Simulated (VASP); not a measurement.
# AgRh (P-6m2) in VASP: further runs, part 2 of 2

VASP 6.6.1. The steps go on from the part before.

### 5 Single point, PBE

This run uses another cell than the first one, of 15.42 Å³/atom, 1.021 times its volume.

INCAR reads:

```
SYSTEM = AgRh
ALGO     = Normal         ! electronic algorithm
EDIFF    = 1E-6           ! SCF threshold, eV
ENCUT    = 520            ! plane-wave cutoff, eV
GGA      = PE             ! functional
ISIF     = 2              ! what is computed and relaxed
ISMEAR   = -1             ! smearing method
LASPH    = .True.         ! aspherical terms in the spheres
LCHARG   = .False.        ! write CHGCAR
LREAL    = .False.        ! projectors in reciprocal space
LWAVE    = .False.        ! write WAVECAR
NBANDS   = 20             ! bands
NELM     = 60             ! most SCF steps
PREC     = Accurate       ! precision mode
SIGMA    = 0.05           ! smearing width, eV
```

KPOINTS reads:

```
k-points
0
Gamma
  11 11 6
  0 0 0
```

POSCAR reads:

```
AgRh
1.0
    2.7400486223      0.0000000000      0.0000000000
   -1.3700243112      2.3729517146      0.0000000000
    0.0000000000      0.0000000000      4.7436129252
Ag Rh
1 1
Direct
    0.0000000000      0.0000000000      0.5000000000
    0.6666666667      0.3333333333      0.0000000000
```

Potentials or basis: VASP PAW PBE potentials, release 64 (Ag, Rh_pv).

Command:

```sh
$ cat potpaw_PBE.64/Ag/POTCAR potpaw_PBE.64/Rh_pv/POTCAR > POTCAR
$ mpirun -np 1 vasp_std > vasp.out
```

OUTCAR:

```text
SYSTEM = AgRh
   EDIFF = 1E-6
   ENCUT = 520
   GGA = PE
   ISIF = 2
   ISMEAR = -1
   LASPH = .True.
   LREAL = .False.
   NELM = 60
   PREC = Accurate

 ion  position               nearest neighbor table
   1  0.000  0.000  0.500-   2 2.85   2 2.85   2 2.85   2 2.85   2 2.85   2 2.85
   2  0.667  0.333  0.000-   1 2.85   1 2.85   1 2.85   1 2.85   1 2.85   1 2.85

  LATTYP: Found a hexagonal cell.
 ALAT       =     2.7400486223
 C/A-ratio  =     1.7312148721

  Lattice vectors:

 A1 = (   2.7400486223,   0.0000000000,   0.0000000000)
 A2 = (  -1.3700243112,   2.3729517146,   0.0000000000)
 A3 = (   0.0000000000,   0.0000000000,   4.7436129252)

Analysis of symmetry for initial positions (statically):
=====================================================================
 Subroutine PRICEL returns:
 Original cell was already a primitive cell.

 Routine SETGRP: Setting up the symmetry group for a
 hexagonal supercell.

 Subroutine GETGRP returns: Found 12 space group operations
 (whereof 12 operations were pure point group operations)
 out of a pool of 24 trial point group operations.

The static configuration has the point symmetry D_3h.

Analysis of symmetry for dynamics (positions and initial velocities):
=====================================================================
 Subroutine PRICEL returns:
 Original cell was already a primitive cell.

 Routine SETGRP: Setting up the symmetry group for a
 hexagonal supercell.

 Subroutine GETGRP returns: Found 12 space group operations
 (whereof 12 operations were pure point group operations)
 out of a pool of 24 trial point group operations.

The dynamic configuration has the point symmetry D_3h.

 Subroutine INISYM returns: Found 12 space group operations
 (whereof 12 operations are pure point group operations),
 and found     1 'primitive' translations

----------------------------------------------------------------------------------------

[... 108 lines left out ...]
   EFERMI_NEDOS =   21; number of points for ismear=-14 and -15
   IALGO  =     38    algorithm
   IMIX   =      4    mixing-type and parameters
     AMIX     =   0.40;   BMIX     =  1.00
     AMIX_MAG =   1.60;   BMIX_MAG =  1.00
  volume/ion in A,a.u.               =      15.42       104.07
  Fermi-wavevector in a.u.,A,eV,Ry     =   1.546490  2.922443 32.540123  2.391632
  Thomas-Fermi vector in A             =   2.651719
   LORBIT       =      0    0 simple, 1 ext, 2 COOP (PROOUT), +10 PAW based schemes
   GGA     = PE    functional components
   LHFCALC =     F    Hartree Fock is set to
   AEXX    =    0.0000 exact exchange contribution
   IVDW    =     0    specifies the selected vdW correction
   LEPSILON=     F    determine dielectric tensor
   LRPA    =     F    only Hartree local field effects (RPA)
 non-spin polarized calculation
  energy-cutoff  :      520.00
  volume of cell :       30.84
 maximum number of plane-waves:       845
   NGX = 11   NGY = 11   NGZ = 17

 number of electron      25.9999998 magnetization

 Free energy of the ion-electron system (eV)
  ---------------------------------------------------
  ext. energy  EPLUGINS =         0.00000000
  ---------------------------------------------------
  free energy    TOTEN  =        -9.44559599 eV

  energy without entropy =       -9.42105278  energy(sigma->0) =       -9.43332439

 E-fermi :   9.4339     XC(G=0): -13.0432

 val. band max:        9.4038741356   @ k =   0.0909   0.0909   0.3333
 cond. band min:       9.4481222051   @ k =   0.2727   0.0000   0.0000
 fundamental gap:      0.0442480695
 Fermi energy:         9.4338985496

 k-point     1 :       0.0000    0.0000    0.0000
  band No.  band energies     occupation
      1     -36.2815      2.00000
      2     -36.2496      2.00000
      3     -36.2496      2.00000
      4       2.0015      2.00000
      5       3.4699      2.00000
      6       5.0326      2.00000
[... 541 lines left out ...]
     19      26.4516      0.00000
     20      27.6247      0.00000

 [... further k-points ...]

------------------------ aborting loop because EDIFF is reached ----------------------------------------

  FORCE on cell =-STRESS in cart. coord.  units (eV):
  Direction    XX          YY          ZZ          XY          YZ          ZX
  --------------------------------------------------------------------------------------
  -------------------------------------------------------------------------------------
  Total        0.9326084      0.9326084      0.5513683     -0.0000000     -0.0000000      0.0000000
  in kB       48.4455029     48.4455029     28.6415117     -0.0000000     -0.0000000      0.0000000
  external PRESSURE =      41.8441725 kB  Pullay stress =       0.0000000 kB

 VOLUME and BASIS-vectors are now :
 -----------------------------------------------------------------------------
  energy-cutoff  :      520.00
  volume of cell :       30.84
      direct lattice vectors                 reciprocal lattice vectors
     2.740048622  0.000000000  0.000000000     0.364957027  0.210708038  0.000000000
    -1.370024311  2.372951715  0.000000000     0.000000000  0.421416076  0.000000000
     0.000000000  0.000000000  4.743612925     0.000000000  0.000000000  0.210809781

 POSITION                                       TOTAL-FORCE (eV/Angst)
 -----------------------------------------------------------------------------------
      0.00000      0.00000      2.37181        -0.000000     -0.000000      0.000000
      1.37002      0.79098      0.00000         0.000000      0.000000      0.000000
 -----------------------------------------------------------------------------------
    total drift:                                0.000000     -0.000000      0.000000

  FREE ENERGIE OF THE ION-ELECTRON SYSTEM (eV)
  ---------------------------------------------------
  free  energy   TOTEN  =        -9.4455959941 eV

  energy  without entropy=       -9.4210527796  energy(sigma->0) =       -9.43332439
```

OSZICAR:

```text
N       E                     dE             d eps       ncg     rms          rms(c)
DAV:   1     0.220809793520E+03    0.22081E+03   -0.15640E+04  2560   0.141E+03
DAV:   2    -0.571394272017E+01   -0.22652E+03   -0.22001E+03  2628   0.380E+02
DAV:   3    -0.101940045844E+02   -0.44801E+01   -0.44613E+01  2920   0.602E+01
DAV:   4    -0.102189956162E+02   -0.24991E-01   -0.24989E-01  2812   0.445E+00
DAV:   5    -0.102193494793E+02   -0.35386E-03   -0.35386E-03  2916   0.554E-01    0.102E+01
DAV:   6    -0.952677270796E+01    0.69258E+00   -0.27560E+00  2724   0.201E+01    0.688E+00
DAV:   7    -0.948500119863E+01    0.41772E-01   -0.85986E-01  2676   0.907E+00    0.296E+00
DAV:   8    -0.945063653401E+01    0.34365E-01   -0.22877E-01  2692   0.517E+00    0.192E+00
DAV:   9    -0.944568725851E+01    0.49493E-02   -0.14058E-02  2908   0.119E+00    0.107E-01
DAV:  10    -0.944560192353E+01    0.85335E-04   -0.75756E-04  2732   0.193E-01    0.503E-02
DAV:  11    -0.944559672292E+01    0.52006E-05   -0.93282E-05  2940   0.997E-02    0.672E-03
DAV:  12    -0.944559599415E+01    0.72877E-06   -0.18022E-06  2084   0.158E-02
   1 F= -.94455960E+01 E0= -.94333244E+01  d E =-.245432E-01
```

stdout:

```text
POSCAR found type information on POSCAR AgRh
 POSCAR found :  2 types and       2 ions
 scaLAPACK will be used
 LDA part: xc-table for (Slater+PW92), standard interpolation
 POSCAR, INCAR and KPOINTS ok, starting setup
 FFT: planning ... GRIDC
 FFT: planning ... GRID_SOFT
 FFT: planning ... GRID
 WAVECAR not read
 entering main loop
```

It took 18 s on 1 thread of Intel Xeon Platinum 8488C (Sapphire Rapids), shared host; peak memory 0.17 GiB.

What came out:

```yaml
Free_energy: -9.4456 eV
Pressure: 4.2 GPa
Band_gap_on_the_k_mesh: zero (band 13 reaches 10.57 eV, above the bottom of band 14 at 9.15 eV)
```

Levels at points of the mesh, in eV from the Fermi level:
| k point | band 11 | band 12 | band 13 | band 14 | band 15 | band 16 |
| --- | --- | --- | --- | --- | --- | --- |
| (0.00, 0.00, 0.00) | -1.88 | -1.88 | 0.10 | 0.14 | 0.14 | 5.64 |
| (0.00, 0.00, 0.50) | -2.62 | -1.67 | -1.67 | 0.10 | 0.10 | 11.89 |
